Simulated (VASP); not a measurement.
Crystal: Y3N2.

```
Y N
1.0
     3.46549    0.00000    0.00000
    -1.73275    3.00120    0.00000
     0.00000    0.00000    8.60457
Y N
3 2
Direct
  0.00000 0.00000 0.24945
  0.00000 0.00000 0.75055
  0.00000 0.00000 0.50000
  0.00000 0.00000 0.06209
  0.00000 0.00000 0.93791
```

```yaml
Program: VASP 6.6.1
Task: relaxation of cell and atoms
Functional: PBE
Potentials_or_basis: VASP PAW PBE potentials, release 64 (Y_sv, N)
Cutoff: 600 eV
k_mesh: 6 × 6 × 2
Occupations: gaussian, width 0.1 eV
Spin: no spin polarisation
```

At the start: pressure 89.5 GPa; volume 17.90 Å³/atom.

Question: Where does the relaxation end?

Answer: Over 27 steps the energy falls by 3051.8 meV/atom and the volume is 24.59 Å³/atom (+37.4 %); space group P6/mmm (No. 191, to 0.05 Å).

The path:
| step | energy change (eV) | largest force (eV/Å) | pressure (GPa) | volume (Å³) |
| --- | --- | --- | --- | --- |
| 1 | 0.0000 | 10.3751 | 89.50 | 89.49 |
| 2 | 7.7805 | 0.2049 | -12.16 | 224.15 |
| 3 | 3.7349 | 1.6560 | -10.77 | 196.40 |
| 4 | 1.1308 | 1.8199 | -10.56 | 179.13 |
| 5 | -5.1834 | 4.2588 | -5.97 | 133.73 |
| 6 | -7.8464 | 7.2669 | 2.27 | 111.46 |
| 7 | -7.7052 | 8.8344 | 12.96 | 104.91 |
| 8 | -7.8859 | 7.6387 | 4.33 | 109.83 |
| 9 | -14.5420 | 2.1945 | -1.68 | 125.35 |
| 10 | -14.5850 | 5.1716 | 0.70 | 127.39 |
| 11 | -14.6223 | 1.9723 | -0.45 | 126.51 |
| 12 | -14.6186 | 3.1394 | -0.03 | 126.85 |
| 13 | -14.0160 | 8.4088 | -8.22 | 130.43 |
| 14 | -14.7759 | 2.5437 | -3.58 | 127.88 |
| 15 | -15.0837 | 1.4484 | -2.83 | 125.87 |
| 16 | -15.2108 | 0.4369 | -1.59 | 123.82 |
| 17 | -15.2167 | 0.2970 | -1.21 | 123.32 |
| 18 | -15.2320 | 2.3040 | 1.22 | 121.91 |
| 19 | -15.2402 | 1.3758 | 0.29 | 122.43 |
| 20 | -15.2576 | 0.1774 | 0.32 | 121.95 |
| 21 | -15.2578 | 0.0412 | 0.34 | 121.89 |
| 22 | -15.2581 | 0.0333 | 0.22 | 122.06 |
| 23 | -15.2582 | 0.1179 | 0.08 | 122.25 |
| 24 | -15.2584 | 0.0587 | 0.07 | 122.37 |
| 25 | -15.2585 | 0.0733 | 0.03 | 122.63 |
| 26 | -15.2586 | 0.0503 | 0.01 | 122.70 |
| 27 | -15.2588 | 0.0200 | -0.06 | 122.93 |

Final structure:
```
Y N
1.0
     3.41968    0.00000    0.00000
    -1.70984    2.96153    0.00000
     0.00000    0.00000   12.13856
Y N
3 2
Direct
  0.00000 0.00000 0.23265
  0.00000 0.00000 0.76735
  0.00000 0.00000 0.50000
  0.00000 0.00000 0.04826
  0.00000 0.00000 0.95174
```

Caveat: the k points lie up to 0.35 Å⁻¹ apart in the final cell; the standard files for N, O and F lose accuracy on very short bonds; the volume moved by over 15 % at a fixed basis, so the end points are rough.
